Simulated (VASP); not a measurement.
# TiAl3 (P1) in VASP: single point with PBEsol

Aim: the single point of TiAl3 with PBEsol.

Program: VASP 6.6.1. These are calculated values, not measurements. Logs are shortened: lines on timing, memory, paths and dates and some standing lists are left out, and cuts for length are marked.

### 1 The cell of the first run

The typed cell holds 4 atoms: a = 3.956 Å, b = 3.956 Å, c = 3.956 Å, α = 90.00°, β = 90.00°, γ = 90.00°.

### 2 Single point, PBEsol

The input, INCAR:

```
SYSTEM = TiAl3
ALGO = Fast ; EDIFF = 1E-7
ENCUT = 520 ; GGA = PS
ISIF = 2 ; ISMEAR = 0
LASPH = .True. ; LCHARG = .False.
LREAL = .False. ; LWAVE = .False.
NBANDS = 18 ; NELM = 60
PREC = Accurate ; SIGMA = 0.05
```

The input, KPOINTS:

```
k-points
0
Gamma
  8 8 8
  0 0 0
```

The input, POSCAR:

```
TiAl3
1.0
    3.9556712500      0.0000000000      0.0000000000
    0.0000000000      3.9556712500      0.0000000000
    0.0000000000      0.0000000000      3.9556712500
Ti Al
1 3
Direct
    0.0263935718     -0.0116889690      0.0245904842
    0.5000000000      0.5000000000      0.0000000000
    0.5000000000      0.0000000000      0.5000000000
    0.0000000000      0.5000000000      0.5000000000
```

Potentials or basis: VASP PAW PBE potentials, release 64 (Ti_sv, Al).

The run is started by

```sh
$ cat potpaw_PBE.64/Ti_sv/POTCAR potpaw_PBE.64/Al/POTCAR > POTCAR
$ mpirun -np 1 vasp_std > vasp.out
```

OUTCAR:

```text
SYSTEM = TiAl3
   EDIFF = 1E-7
   ENCUT = 520
   GGA = PS
   ISIF = 2
   ISMEAR = 0
   LASPH = .True.
   LREAL = .False.
   NELM = 60
   PREC = Accurate

 ion  position               nearest neighbor table
   1  0.026  0.988  0.025-   3 2.65   2 2.69   4 2.70   2 2.76   4 2.76   3 2.80   3 2.81   4 2.84
                             2 2.84   4 2.90   2 2.91   3 2.94
   2  0.500  0.500  0.000-   1 2.69   1 2.76   4 2.80   3 2.80   4 2.80   3 2.80   3 2.80   3 2.80
                             4 2.80   4 2.80   1 2.84   1 2.91
   3  0.500  0.000  0.500-   1 2.65   1 2.80   2 2.80   4 2.80   2 2.80   2 2.80   4 2.80   2 2.80
                             4 2.80   4 2.80   1 2.81   1 2.94
   4  0.000  0.500  0.500-   1 2.70   1 2.76   3 2.80   2 2.80   2 2.80   3 2.80   2 2.80   3 2.80
                             2 2.80   3 2.80   1 2.84   1 2.90

  LATTYP: Found a simple cubic cell.
 ALAT       =     3.9556712500

  Lattice vectors:

 A1 = (   3.9556712500,   0.0000000000,   0.0000000000)
 A2 = (   0.0000000000,   3.9556712500,   0.0000000000)
 A3 = (   0.0000000000,   0.0000000000,   3.9556712500)

Analysis of symmetry for initial positions (statically):
=====================================================================
 Subroutine PRICEL returns:
 Original cell was already a primitive cell.

 Routine SETGRP: Setting up the symmetry group for a
 simple cubic supercell.

 Subroutine GETGRP returns: Found  1 space group operations
 (whereof  1 operations were pure point group operations)
 out of a pool of 48 trial point group operations.

The static configuration has the point symmetry C_1 .

Analysis of symmetry for dynamics (positions and initial velocities):
=====================================================================
 Subroutine PRICEL returns:
 Original cell was already a primitive cell.

 Routine SETGRP: Setting up the symmetry group for a
 simple cubic supercell.

 Subroutine GETGRP returns: Found  1 space group operations
 (whereof  1 operations were pure point group operations)
 out of a pool of 48 trial point group operations.

The dynamic configuration has the point symmetry C_1 .

 Subroutine INISYM returns: Found  1 space group operations
 (whereof  1 operations are pure point group operations),
 and found     1 'primitive' translations

----------------------------------------------------------------------------------------

                                     Primitive cell

  volume of cell :      61.8957

  direct lattice vectors                    reciprocal lattice vectors
     3.955671250  0.000000000  0.000000000     0.252801595  0.000000000  0.000000000
     0.000000000  3.955671250  0.000000000     0.000000000  0.252801595  0.000000000
     0.000000000  0.000000000  3.955671250     0.000000000  0.000000000  0.252801595

  length of vectors
     3.955671250  3.955671250  3.955671250     0.252801595  0.252801595  0.252801595

  position of ions in fractional coordinates (direct lattice)
     0.026393572  0.988311031  0.024590484
     0.500000000  0.500000000  0.000000000
     0.500000000  0.000000000  0.500000000
     0.000000000  0.500000000  0.500000000

  ion indices of the primitive-cell ions
   primitive index   ion index
                 1           1
                 2           2
                 3           3
                 4           4

----------------------------------------------------------------------------------------

 KPOINTS: k-points

Automatic generation of k-mesh.
 Grid dimensions read from file:
 generate k-points for:    8    8    8

 Generating k-lattice:

  Cartesian coordinates                     Fractional coordinates (reciprocal lattice)
     0.031600199  0.000000000  0.000000000     0.125000000  0.000000000  0.000000000
     0.000000000  0.031600199  0.000000000     0.000000000  0.125000000  0.000000000
     0.000000000  0.000000000  0.031600199     0.000000000  0.000000000  0.125000000

  Length of vectors
     0.031600199  0.031600199  0.031600199

  Shift w.r.t. Gamma in fractional coordinates (k-lattice)
     0.000000000  0.000000000  0.000000000

 Subroutine IBZKPT returns following result:
 ===========================================

 Found    260 irreducible k-points:

 Following reciprocal coordinates:
            Coordinates               Weight
  0.000000  0.000000  0.000000      1.000000
  0.125000  0.000000  0.000000      2.000000
  0.000000  0.125000  0.000000      2.000000
  0.000000  0.000000  0.125000      2.000000
  0.250000  0.000000  0.000000      2.000000
  0.000000  0.250000  0.000000      2.000000
[... 16 lines left out ...]
 -0.125000  0.250000  0.000000      2.000000
 -0.250000  0.000000  0.125000      2.000000
 [... further k-points ...]
   k-points           NKPTS =    260   k-points in BZ     NKDIM =    260   number of bands    NBANDS=     18
   number of dos      NEDOS =    301   number of ions     NIONS =      4
   total plane-waves  NPLWV =  27000
   dimension x,y,z NGX =    30 NGY =   30 NGZ =   30
   dimension x,y,z NGXF=    60 NGYF=   60 NGZF=   60
   ions per type =               1   3
   NGX,Y,Z   is equivalent  to a cutoff of  12.61, 12.61, 12.61 a.u.
   NGXF,Y,Z  is equivalent  to a cutoff of  25.22, 25.22, 25.22 a.u.
 SYSTEM =  TiAl3
   PREC   = accura    normal or accurate (medium, high low for compatibility)
   ISTART =      0    job   : 0-new  1-cont  2-samecut
   ICHARG =      2    charge: 1-file 2-atom 10-const
   ISPIN  =      1    spin polarized calculation?
   LNONCOLLINEAR =      F non collinear calculations
   LSORBIT =      F    spin-orbit coupling
   LASPH  =      T    aspherical Exc in radial PAW
   ENCUT  =  520.0 eV  38.22 Ry    6.18 a.u.   7.35  7.35  7.35*2*pi/ulx,y,z
   NELM   =     60;   NELMIN=  2; NELMDL= -5     # of ELM steps
   EDIFF  = 0.1E-06   stopping-criterion for ELM
   LREAL  =      F    real-space projection
   EDIFFG = 0.1E-05   stopping-criterion for IOM
   NSW    =      0    number of steps for IOM
   IBRION =     -1    ionic relax: 0-MD 1-quasi-New 2-CG
   NFREE  =      0    steps in history (QN), initial steepest desc. (CG)
   ISIF   =      2    stress and relaxation
   ISYM   =      2    0-nonsym 1-usesym 2-fastsym
   POTIM  = 0.5000    time-step for ionic-motion
   TEBEG  =    0.0;   TEEND  =   0.0 temperature during run
   PSTRESS=    0.0 pullay stress
   NELECT =      21.0000    total number of electrons
   NUPDOWN=      -1.0000    fix difference up-down
   EMIN   =  10.00;   EMAX   =-10.00  energy-range for DOS
   EFERMI =   0.00;   METHOD = LEGACY
   ISMEAR =     0;   SIGMA  =   0.05  broadening in eV -4-tet -1-fermi 0-gaus
   EFERMI_NEDOS =   21; number of points for ismear=-14 and -15
   IALGO  =     68    algorithm
   IMIX   =      4    mixing-type and parameters
     AMIX     =   0.40;   BMIX     =  1.00
     AMIX_MAG =   1.60;   BMIX_MAG =  1.00
  volume/ion in A,a.u.               =      15.47       104.42
  Fermi-wavevector in a.u.,A,eV,Ry     =   1.141811  2.157711 17.738371  1.303733
  Thomas-Fermi vector in A             =   2.278511
   LORBIT       =      0    0 simple, 1 ext, 2 COOP (PROOUT), +10 PAW based schemes
   GGA     = PS    functional components
   LHFCALC =     F    Hartree Fock is set to
   AEXX    =    0.0000 exact exchange contribution
   IVDW    =     0    specifies the selected vdW correction
   LEPSILON=     F    determine dielectric tensor
   LRPA    =     F    only Hartree local field effects (RPA)
 non-spin polarized calculation
 RMM-DIIS sequential band-by-band and
 Gauss-broadening in eV      SIGMA  =   0.05
  energy-cutoff  :      520.00
  volume of cell :       61.90
 maximum number of plane-waves:      1743
 NGX is ok and might be reduce to    30
   NGX = 15   NGY = 15   NGZ = 15

 number of electron      21.0000007 magnetization

 Free energy of the ion-electron system (eV)
  ---------------------------------------------------
  ext. energy  EPLUGINS =         0.00000000
  ---------------------------------------------------
  free energy    TOTEN  =       -22.01807249 eV

  energy without entropy =      -22.01375726  energy(sigma->0) =      -22.01591488

 E-fermi :   9.0047     XC(G=0): -10.9113

 val. band max:        9.0044446311   @ k =   0.1250  -0.1250   0.2500
 cond. band min:       9.0056869290   @ k =   0.2500  -0.1250   0.1250
 fundamental gap:      0.0012422979
 Fermi energy:         9.0046922278

 k-point     1 :       0.0000    0.0000    0.0000
  band No.  band energies     occupation
      1     -47.6739      2.00000
      2     -24.0870      2.00000
      3     -24.0816      2.00000
      4     -24.0812      2.00000
      5      -1.7744      2.00000
      6       5.9058      2.00000
[... 10 lines left out ...]
     17      14.7580      0.00000
     18      14.8306      0.00000

 k-point     2 :       0.1250    0.0000    0.0000
  band No.  band energies     occupation
      1     -47.6738      2.00000
      2     -24.0887      2.00000
      3     -24.0822      2.00000
      4     -24.0813      2.00000
      5      -1.6226      2.00000
      6       4.9084      2.00000
[... 10 lines left out ...]
     17      14.5340      0.00000
     18      14.5619      0.00000

 k-point     3 :       0.0000    0.1250    0.0000
  band No.  band energies     occupation
      1     -47.6738      2.00000
      2     -24.0874      2.00000
      3     -24.0839      2.00000
      4     -24.0809      2.00000
      5      -1.6225      2.00000
      6       4.9093      2.00000
[... 10 lines left out ...]
     17      14.5584      0.00000
     18      14.5929      0.00000

 k-point     4 :       0.0000    0.0000    0.1250
  band No.  band energies     occupation
      1     -47.6738      2.00000
      2     -24.0885      2.00000
      3     -24.0824      2.00000
      4     -24.0812      2.00000
      5      -1.6225      2.00000
      6       4.9086      2.00000
[... 10 lines left out ...]
     17      14.5322      0.00000
     18      14.5692      0.00000

 k-point     5 :       0.2500    0.0000    0.0000
  band No.  band energies     occupation
      1     -47.6735      2.00000
      2     -24.0950      2.00000
      3     -24.0827      2.00000
      4     -24.0807      2.00000
      5      -1.1738      2.00000
      6       3.3958      2.00000
[... 10 lines left out ...]
     17      13.5811      0.00000
     18      14.3664      0.00000

 k-point     6 :       0.0000    0.2500    0.0000
  band No.  band energies     occupation
      1     -47.6735      2.00000
      2     -24.0928      2.00000
      3     -24.0853      2.00000
      4     -24.0804      2.00000
      5      -1.1735      2.00000
      6       3.3966      2.00000
[... 10 lines left out ...]
     17      13.6154      0.00000
     18      14.3745      0.00000

 k-point     7 :       0.0000    0.0000    0.2500
  band No.  band energies     occupation
      1     -47.6735      2.00000
      2     -24.0947      2.00000
      3     -24.0830      2.00000
      4     -24.0807      2.00000
      5      -1.1737      2.00000
      6       3.3959      2.00000
[... 10 lines left out ...]
     17      13.5863      0.00000
     18      14.4327      0.00000

 k-point     8 :       0.3750    0.0000    0.0000
  band No.  band energies     occupation
      1     -47.6732      2.00000
      2     -24.1020      2.00000
      3     -24.0825      2.00000
      4     -24.0802      2.00000
      5      -0.4566      2.00000
      6       1.9735      2.00000
[... 10 lines left out ...]
     17      12.6390      0.00000
     18      14.5761      0.00000
[... 229 lines left out ...]
     17      14.1165      0.00000
     18      14.9232      0.00000

 k-point    20 :       0.2500    0.1250    0.0000
  band No.  band energies     occupation
      1     -47.6734      2.00000
      2     -24.0947      2.00000
      3     -24.0845      2.00000
      4     -24.0818      2.00000
      5      -1.0268      2.00000
      6       3.5176      2.00000
[... 10 lines left out ...]
     17      13.5825      0.00000
     18      14.5139      0.00000

 k-point    21 :       0.0000    0.2500    0.1250
  band No.  band energies     occupation
      1     -47.6734      2.00000
      2     -24.0926      2.00000
      3     -24.0870      2.00000
      4     -24.0814      2.00000
      5      -1.0266      2.00000
      6       3.5182      2.00000
[... 10 lines left out ...]
     17      13.6070      0.00000
     18      14.5101      0.00000

 k-point    22 :       0.1250    0.0000    0.2500
  band No.  band energies     occupation
      1     -47.6734      2.00000
      2     -24.0948      2.00000
      3     -24.0853      2.00000
      4     -24.0808      2.00000
      5      -1.0268      2.00000
      6       3.5171      2.00000
[... 10 lines left out ...]
     17      13.5404      0.00000
     18      14.4158      0.00000

 k-point    23 :      -0.1250    0.2500    0.0000
  band No.  band energies     occupation
      1     -47.6734      2.00000
      2     -24.0928      2.00000
      3     -24.0869      2.00000
      4     -24.0812      2.00000
      5      -1.0267      2.00000
      6       3.5178      2.00000
[... 10 lines left out ...]
     17      13.6001      0.00000
     18      14.4103      0.00000

 k-point    24 :      -0.2500    0.0000    0.1250
  band No.  band energies     occupation
      1     -47.6734      2.00000
      2     -24.0948      2.00000
      3     -24.0853      2.00000
      4     -24.0808      2.00000
      5      -1.0268      2.00000
      6       3.5179      2.00000
[... 10 lines left out ...]
     17      13.5277      0.00000
     18      14.4294      0.00000

 [... further k-points ...]
[... 5 lines left out ...]
  --------------------------------------------------------------------------------------
  -------------------------------------------------------------------------------------
  Total        0.1210701      0.0621689      0.1122548     -0.0828840     -0.0769550      0.1776006
  in kB        3.1339134      1.6092500      2.9057290     -2.1454612     -1.9919898      4.5972113
  external PRESSURE =       2.5496308 kB  Pullay stress =       0.0000000 kB

 VOLUME and BASIS-vectors are now :
 -----------------------------------------------------------------------------
  energy-cutoff  :      520.00
  volume of cell :       61.90
      direct lattice vectors                 reciprocal lattice vectors
     3.955671250  0.000000000  0.000000000     0.252801595  0.000000000  0.000000000
     0.000000000  3.955671250  0.000000000     0.000000000  0.252801595  0.000000000
     0.000000000  0.000000000  3.955671250     0.000000000  0.000000000  0.252801595

 POSITION                                       TOTAL-FORCE (eV/Angst)
 -----------------------------------------------------------------------------------
      0.10440      3.90943      0.09727        -0.966966      0.432906     -0.902445
      1.97784      1.97784      0.00000         0.426096     -0.196355      0.090555
      1.97784      0.00000      1.97784         0.443026     -0.041674      0.415387
      0.00000      1.97784      1.97784         0.097843     -0.194876      0.396504
 -----------------------------------------------------------------------------------
    total drift:                               -0.000294      0.000202     -0.000105

  FREE ENERGIE OF THE ION-ELECTRON SYSTEM (eV)
  ---------------------------------------------------
  free  energy   TOTEN  =       -22.0180724928 eV

  energy  without entropy=      -22.0137572592  energy(sigma->0) =      -22.01591488
```

Wall time 13 min (1 thread of Intel Xeon Platinum 8259CL at 2.50GHz (Skylake/Cascade Lake), shared host); peak memory 0.38 GiB.

What came out:

```yaml
Free_energy: -22.0181 eV
Pressure: 0.3 GPa
Largest_force: 1.392 eV/Å
```

Forces on the atoms (eV/Å):
```
Ti  -0.967  0.433 -0.902
Al   0.426 -0.196  0.091
Al   0.443 -0.042  0.415
Al   0.098 -0.195  0.397
```

Levels at points of the mesh, in eV from the Fermi level:
```tsv
k point	band 8	band 9	band 10	band 11	band 12	band 13	band 14	band 15
(0.00, 0.00, 0.00)	-2.13	-2.11	-2.09	0.16	0.18	0.20	0.73	4.06
(0.50, 0.00, 0.00)	-2.23	-2.19	0.34	0.78	0.85	0.89	1.15	1.34
(0.00, 0.50, 0.00)	-2.22	-2.18	0.29	0.78	0.89	0.96	1.06	1.30
(0.00, 0.00, 0.50)	-2.22	-2.18	0.33	0.78	0.85	0.90	1.14	1.34
(0.50, 0.50, 0.00)	-5.00	-1.23	-1.23	0.60	0.87	1.16	1.22	3.55
(0.00, 0.50, 0.50)	-5.00	-1.23	-1.23	0.60	0.87	1.15	1.22	3.55
(0.50, 0.00, 0.50)	-5.01	-1.24	-1.24	0.63	0.86	1.16	1.17	3.60
(0.50, 0.50, 0.50)	-4.89	-3.47	-3.47	-3.45	0.21	1.22	1.23	2.81
```

Caveat: the PAW data sets were made with another functional, which shifts forces and pressure a little.
